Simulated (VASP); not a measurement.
# W (Pm-3m) in VASP: further runs

Runs on W. Level: r2SCAN. Tasks: single point, relaxation of cell and atoms.

Everything below comes from runs of VASP 6.6.1. Logs are shortened: lines on timing, memory, paths and dates and some standing lists are left out, and cuts for length are marked.

### 1 The cell of the first run

It takes space group Pm-3m (No. 221, cubic). The conventional cell has a = 2.723 Å, b = 2.723 Å, c = 2.723 Å, α = 90.00°, β = 90.00°, γ = 90.00°. Within 3.6 Å of W (site symmetry m-3m) lie 6 W at 2.72 Å.

### 2 Single point, r2SCAN (volume scaled by 1.12)

POSCAR

```
W
1.0
    2.7229406810      0.0000000000      0.0000000000
    0.0000000000      2.7229406810      0.0000000000
    0.0000000000      0.0000000000      2.7229406810
W
1
Direct
    0.0000000000      0.0000000000      0.0000000000
```

INCAR.step1

```
SYSTEM = W
  PREC = Accurate
  ENCUT = 520
  ISMEAR = -1
  SIGMA = 0.1
  LREAL = .False.
  LASPH = .True.
  NELM = 100
  NBANDS = 13
  GGA = PE
  ALGO = Normal
  EDIFF = 1E-4
  LWAVE = .True.
  LCHARG = .False.
```

INCAR.step2

```
SYSTEM = W
  PREC = Accurate
  ENCUT = 520
  EDIFF = 1E-6
  ISMEAR = -1
  SIGMA = 0.1
  LREAL = .False.
  LASPH = .True.
  NELM = 100
  ALGO = Normal
  ISIF = 2
  LWAVE = .False.
  LCHARG = .True.
  METAGGA = R2SCAN
  LMIXTAU = .True.
  LELF = .True.
  LVHAR = .True.
  NBANDS = 13
  ISTART = 1
```

KPOINTS

```
Automatic mesh
0
Gamma
  13 13 13
  0 0 0
```

Potentials or basis: VASP PAW PBE potentials, release 64 (W_sv).

Started as:

```console
$ cat potpaw_PBE.64/W_sv/POTCAR > POTCAR
$ cp INCAR.step1 INCAR
$ mpirun -np 1 vasp_std > vasp.out
$ cp INCAR.step2 INCAR
$ mpirun -np 1 vasp_std > vasp.out
```

OUTCAR:

```text
SYSTEM = W
   PREC = Accurate
   ENCUT = 520
   EDIFF = 1E-6
   ISMEAR = -1
   LREAL = .False.
   LASPH = .True.
   NELM = 100
   ISIF = 2
   METAGGA = R2SCAN
   ISTART = 1

 ion  position               nearest neighbor table
   1  0.000  0.000  0.000-

  LATTYP: Found a simple cubic cell.
 ALAT       =     2.7229406810

  Lattice vectors:

 A1 = (   2.7229406810,   0.0000000000,   0.0000000000)
 A2 = (   0.0000000000,   2.7229406810,   0.0000000000)
 A3 = (   0.0000000000,   0.0000000000,   2.7229406810)

Analysis of symmetry for initial positions (statically):
=====================================================================
 Subroutine PRICEL returns:
 Original cell was already a primitive cell.

 Routine SETGRP: Setting up the symmetry group for a
 simple cubic supercell.

 Subroutine GETGRP returns: Found 48 space group operations
 (whereof 48 operations were pure point group operations)
 out of a pool of 48 trial point group operations.

The static configuration has the point symmetry O_h .

Analysis of symmetry for dynamics (positions and initial velocities):
=====================================================================
 Subroutine PRICEL returns:
 Original cell was already a primitive cell.

 Routine SETGRP: Setting up the symmetry group for a
 simple cubic supercell.

 Subroutine GETGRP returns: Found 48 space group operations
 (whereof 48 operations were pure point group operations)
 out of a pool of 48 trial point group operations.

The dynamic configuration has the point symmetry O_h .

 Subroutine INISYM returns: Found 48 space group operations
 (whereof 48 operations are pure point group operations),
 and found     1 'primitive' translations

----------------------------------------------------------------------------------------

                                     Primitive cell

  volume of cell :      20.1890

  direct lattice vectors                    reciprocal lattice vectors
     2.722940681  0.000000000  0.000000000     0.367250013  0.000000000  0.000000000
     0.000000000  2.722940681  0.000000000     0.000000000  0.367250013  0.000000000
     0.000000000  0.000000000  2.722940681     0.000000000  0.000000000  0.367250013

  length of vectors
     2.722940681  2.722940681  2.722940681     0.367250013  0.367250013  0.367250013

  position of ions in fractional coordinates (direct lattice)
     0.000000000  0.000000000  0.000000000

  ion indices of the primitive-cell ions
   primitive index   ion index
                 1           1

----------------------------------------------------------------------------------------

 KPOINTS: Automatic mesh

Automatic generation of k-mesh.
 Grid dimensions read from file:
 generate k-points for:   13   13   13

 Generating k-lattice:

  Cartesian coordinates                     Fractional coordinates (reciprocal lattice)
     0.028250001  0.000000000  0.000000000     0.076923077  0.000000000  0.000000000
     0.000000000  0.028250001  0.000000000     0.000000000  0.076923077  0.000000000
     0.000000000  0.000000000  0.028250001     0.000000000  0.000000000  0.076923077

  Length of vectors
     0.028250001  0.028250001  0.028250001

  Shift w.r.t. Gamma in fractional coordinates (k-lattice)
     0.000000000  0.000000000  0.000000000

 Subroutine IBZKPT returns following result:
 ===========================================

 Found     84 irreducible k-points:

 Following reciprocal coordinates:
            Coordinates               Weight
  0.000000  0.000000  0.000000      1.000000
  0.076923  0.000000  0.000000      6.000000
  0.153846  0.000000  0.000000      6.000000
  0.230769  0.000000  0.000000      6.000000
  0.307692  0.000000  0.000000      6.000000
  0.384615  0.000000  0.000000      6.000000
[... 16 lines left out ...]
  0.307692  0.307692  0.000000     12.000000
  0.384615  0.307692  0.000000     24.000000
 [... further k-points ...]
   k-points           NKPTS =     84   k-points in BZ     NKDIM =     84   number of bands    NBANDS=     13
   number of dos      NEDOS =    301   number of ions     NIONS =      1
   total plane-waves  NPLWV =   8000
   dimension x,y,z NGX =    20 NGY =   20 NGZ =   20
   dimension x,y,z NGXF=    40 NGYF=   40 NGZF=   40
   ions per type =               1
   NGX,Y,Z   is equivalent  to a cutoff of  12.21, 12.21, 12.21 a.u.
   NGXF,Y,Z  is equivalent  to a cutoff of  24.42, 24.42, 24.42 a.u.
 SYSTEM =  W
   PREC   = accura    normal or accurate (medium, high low for compatibility)
   ISTART =      1    job   : 0-new  1-cont  2-samecut
   ICHARG =      0    charge: 1-file 2-atom 10-const
   ISPIN  =      1    spin polarized calculation?
   LNONCOLLINEAR =      F non collinear calculations
   LSORBIT =      F    spin-orbit coupling
   LASPH  =      T    aspherical Exc in radial PAW
   ENCUT  =  520.0 eV  38.22 Ry    6.18 a.u.   5.06  5.06  5.06*2*pi/ulx,y,z
   NELM   =    100;   NELMIN=  2; NELMDL=  0     # of ELM steps
   EDIFF  = 0.1E-05   stopping-criterion for ELM
   LREAL  =      F    real-space projection
   EDIFFG = 0.1E-04   stopping-criterion for IOM
   NSW    =      0    number of steps for IOM
   IBRION =     -1    ionic relax: 0-MD 1-quasi-New 2-CG
   NFREE  =      0    steps in history (QN), initial steepest desc. (CG)
   ISIF   =      2    stress and relaxation
   ISYM   =      2    0-nonsym 1-usesym 2-fastsym
   POTIM  = 0.5000    time-step for ionic-motion
   TEBEG  =    0.0;   TEEND  =   0.0 temperature during run
   PSTRESS=    0.0 pullay stress
   NELECT =      14.0000    total number of electrons
   NUPDOWN=      -1.0000    fix difference up-down
   EMIN   =  10.00;   EMAX   =-10.00  energy-range for DOS
   EFERMI =   0.00;   METHOD = LEGACY
   ISMEAR =    -1;   SIGMA  =   0.10  broadening in eV -4-tet -1-fermi 0-gaus
   EFERMI_NEDOS =   21; number of points for ismear=-14 and -15
   IALGO  =     38    algorithm
   IMIX   =      4    mixing-type and parameters
     AMIX     =   0.40;   BMIX     =  1.00
     AMIX_MAG =   1.60;   BMIX_MAG =  1.00
  volume/ion in A,a.u.               =      20.19       136.24
  Fermi-wavevector in a.u.,A,eV,Ry     =   1.449037  2.738282 28.568246  2.099707
  Thomas-Fermi vector in A             =   2.566809
   LORBIT       =      0    0 simple, 1 ext, 2 COOP (PROOUT), +10 PAW based schemes
   METAGGA = R2SCAN    functional components
   LHFCALC =     F    Hartree Fock is set to
   AEXX    =    0.0000 exact exchange contribution
   IVDW    =     0    specifies the selected vdW correction
   LEPSILON=     F    determine dielectric tensor
   LRPA    =     F    only Hartree local field effects (RPA)
 non-spin polarized calculation
  energy-cutoff  :      520.00
  volume of cell :       20.19
 maximum number of plane-waves:       554
   NGX = 11   NGY = 11   NGZ = 11

 number of electron      14.0000004 magnetization

 Free energy of the ion-electron system (eV)
  ---------------------------------------------------
  ext. energy  EPLUGINS =         0.00000000
  ---------------------------------------------------
  free energy    TOTEN  =       -49.67973917 eV

  energy without entropy =      -49.64199460  energy(sigma->0) =      -49.66086688

 E-fermi :   8.0663     XC(G=0): -13.2197

 val. band max:        8.0633830805   @ k =   0.3846   0.3846   0.1538
 cond. band min:       8.0931577809   @ k =   0.4615   0.3077   0.1538
 fundamental gap:      0.0297747004
 Fermi energy:         8.0663364888

 k-point     1 :       0.0000    0.0000    0.0000
  band No.  band energies     occupation
      1     -68.0709      2.00000
      2     -31.1152      2.00000
      3     -31.1152      2.00000
      4     -31.1152      2.00000
      5      -0.4214      2.00000
      6       3.8879      2.00000
      7       3.8879      2.00000
      8      12.4531      0.00000
      9      12.4531      0.00000
     10      12.4531      0.00000
     11      22.7534      0.00000
     12      22.7534      0.00000
     13      22.7534      0.00000

 k-point     2 :       0.0769    0.0000    0.0000
  band No.  band energies     occupation
      1     -68.0669      2.00000
      2     -31.1762      2.00000
      3     -31.1103      2.00000
      4     -31.1103      2.00000
      5      -0.2406      2.00000
      6       3.9340      2.00000
      7       4.0667      2.00000
      8      12.1818      0.00000
      9      12.1818      0.00000
     10      12.4717      0.00000
     11      21.7398      0.00000
     12      23.1361      0.00000
     13      23.1361      0.00000

 k-point     3 :       0.1538    0.0000    0.0000
  band No.  band energies     occupation
      1     -68.0555      2.00000
      2     -31.3426      2.00000
      3     -31.0965      2.00000
      4     -31.0965      2.00000
      5       0.2589      2.00000
      6       4.0646      2.00000
      7       4.5909      2.00000
      8      11.5112      0.00000
      9      11.5112      0.00000
     10      12.5238      0.00000
     11      19.8546      0.00000
     12      24.1235      0.00000
     13      24.1235      0.00000

 k-point     4 :       0.2308    0.0000    0.0000
  band No.  band energies     occupation
      1     -68.0394      2.00000
      2     -31.5715      2.00000
      3     -31.0769      2.00000
      4     -31.0769      2.00000
      5       0.9683      2.00000
      6       4.2563      2.00000
      7       5.3927      2.00000
      8      10.7076      0.00000
      9      10.7076      0.00000
     10      12.5982      0.00000
     11      18.0804      0.00000
     12      25.4053      0.00000
     13      25.4053      0.00000

 k-point     5 :       0.3077    0.0000    0.0000
  band No.  band energies     occupation
      1     -68.0223      2.00000
      2     -31.8076      2.00000
      3     -31.0561      2.00000
      4     -31.0561      2.00000
      5       1.7541      2.00000
      6       4.4708      2.00000
      7       6.2767      2.00000
      8       9.9751      0.00000
      9       9.9751      0.00000
     10      12.6785      0.00000
     11      16.8144      0.00000
     12      24.0390      0.00000
     13      26.7245      0.00000
[... 257 lines left out ...]
 k-point    22 :       0.4615    0.2308    0.0000
  band No.  band energies     occupation
      1     -67.9691      2.00000
      2     -32.0479      2.00000
      3     -31.4656      2.00000
      4     -30.9924      2.00000
      5       4.1127      2.00000
      6       4.8891      2.00000
      7       6.7504      2.00000
      8       9.4284      0.00000
      9      10.8155      0.00000
     10      11.2584      0.00000
     11      16.3615      0.00000
     12      23.5088      0.00000
     13      24.3295      0.00000

 k-point    23 :       0.3077    0.3077    0.0000
  band No.  band energies     occupation
      1     -67.9743      2.00000
      2     -31.7393      2.00000
      3     -31.7177      2.00000
      4     -30.9988      2.00000
      5       3.4869      2.00000
      6       5.0255      2.00000
      7       8.1083      0.79341
      8       8.8268      0.00100
      9      10.2381      0.00000
     10      10.5328      0.00000
     11      18.1837      0.00000
     12      20.6179      0.00000
     13      25.5075      0.00000

 k-point    24 :       0.3846    0.3077    0.0000
  band No.  band energies     occupation
      1     -67.9603      2.00000
      2     -31.9144      2.00000
      3     -31.7050      2.00000
      4     -30.9820      2.00000
      5       3.8490      2.00000
      6       4.7589      2.00000
      7       8.4153      0.05922
      8       9.8493      0.00000
      9      10.1121      0.00000
     10      10.5248      0.00000
     11      17.1162      0.00000
     12      21.2186      0.00000
     13      24.8849      0.00000

 [... further k-points ...]
[... 5 lines left out ...]
  --------------------------------------------------------------------------------------
  -------------------------------------------------------------------------------------
  Total       -2.4646228     -2.4646228     -2.4646228      0.0000000     -0.0000000     -0.0000000
  in kB     -195.5899322   -195.5899322   -195.5899322      0.0000000     -0.0000000     -0.0000000
  external PRESSURE =    -195.5899322 kB  Pullay stress =       0.0000000 kB

 VOLUME and BASIS-vectors are now :
 -----------------------------------------------------------------------------
  energy-cutoff  :      520.00
  volume of cell :       20.19
      direct lattice vectors                 reciprocal lattice vectors
     2.722940681  0.000000000  0.000000000     0.367250013  0.000000000  0.000000000
     0.000000000  2.722940681  0.000000000     0.000000000  0.367250013  0.000000000
     0.000000000  0.000000000  2.722940681     0.000000000  0.000000000  0.367250013

 POSITION                                       TOTAL-FORCE (eV/Angst)
 -----------------------------------------------------------------------------------
      0.00000      0.00000      0.00000         0.000000      0.000000      0.000000
 -----------------------------------------------------------------------------------
    total drift:                               -0.000000      0.000000      0.000000

  FREE ENERGIE OF THE ION-ELECTRON SYSTEM (eV)
  ---------------------------------------------------
  free  energy   TOTEN  =       -49.6797391657 eV

  energy  without entropy=      -49.6419945990  energy(sigma->0) =      -49.66086688
```

Run time: 54 s. Hardware: 1 thread of Intel Xeon Platinum 8375C at 2.90GHz (Ice Lake), shared host; peak memory 0.14 GiB.

Results:

- Free energy: -49.6797 eV
- Pressure: -19.6 GPa
- Band gap on the k mesh: zero (band 7 reaches 9.93 eV, above the bottom of band 8 at 7.54 eV)

Levels at points of the mesh, in eV from the Fermi level:
```
           k point  band 3  band 4  band 5  band 6  band 7  band 8  band 9  band 10  band 11  band 12
(0.00, 0.00, 0.00)  -39.18  -39.18   -8.49   -4.18   -4.18    4.39    4.39     4.39    14.69    14.69
```

Caveat: the cell differs from its parent crystal (volume scaled by 1.12); the PAW data sets were made with another functional, which shifts forces and pressure a little; spin-orbit coupling is left out, which moves the levels of the heavy elements.

### 3 Single point, r2SCAN

This run uses another cell than the first one, of 18.03 Å³/atom, 0.893 times its volume.

POSCAR

```
W
1.0
    2.6219968936      0.0000000000      0.0000000000
    0.0000000000      2.6219968936      0.0000000000
    0.0000000000      0.0000000000      2.6219968936
W
1
Direct
    0.0000000000      0.0000000000      0.0000000000
```

INCAR.step1

```
SYSTEM = W
PREC = Accurate
ENCUT = 520
ISMEAR = -1
SIGMA = 0.1
LREAL = .FALSE.
LASPH = .TRUE.
NELM = 60
NBANDS = 13
GGA = PE
ALGO = Normal
EDIFF = 1E-4
LWAVE = .TRUE.
LCHARG = .FALSE.
```

INCAR.step2

```
SYSTEM = W
PREC = Accurate
ENCUT = 520
EDIFF = 1E-6
ISMEAR = -1
SIGMA = 0.1
LREAL = .FALSE.
LASPH = .TRUE.
NELM = 60
ALGO = Normal
ISIF = 2
LWAVE = .FALSE.
LCHARG = .FALSE.
METAGGA = R2SCAN
LMIXTAU = .TRUE.
NBANDS = 13
ISTART = 1
```

KPOINTS

```
Automatic mesh
0
G
  20 20 20
  0 0 0
```

Potentials or basis: VASP PAW PBE potentials, release 64 (W_sv).

Started as:

```console
$ cat potpaw_PBE.64/W_sv/POTCAR > POTCAR
$ cp INCAR.step1 INCAR
$ mpirun -np 1 vasp_std > vasp.out
$ cp INCAR.step2 INCAR
$ mpirun -np 1 vasp_std > vasp.out
```

Run time: 3.2 min. Hardware: 1 thread of Intel Xeon Platinum 8375C at 2.90GHz (Ice Lake), shared host; peak memory 0.18 GiB.

It converged, with:

| Quantity | Value |
| --- | --- |
| Free energy | -49.8249 eV |
| Pressure | 1.3 GPa |
| Band gap on the k mesh | zero (band 7 reaches 11.53 eV, above the bottom of band 8 at 8.27 eV) |

Levels at points of the mesh, in eV from the Fermi level:
```
           k point  band 5  band 6  band 7  band 8  band 9  band 10
(0.00, 0.00, 0.00)   -9.10   -4.78   -4.78    5.10    5.10     5.10
(0.50, 0.00, 0.00)   -5.41   -3.74   -0.90    1.11    1.11     5.51
(0.50, 0.50, 0.00)   -5.86   -3.17    1.92    1.92    4.94     4.94
(0.50, 0.50, 0.50)   -4.09   -4.09   -4.09    7.84    7.93     7.93
```

Caveat: the PAW data sets were made with another functional, which shifts forces and pressure a little; spin-orbit coupling is left out, which moves the levels of the heavy elements.

(Part 1 of 2 ends here.)
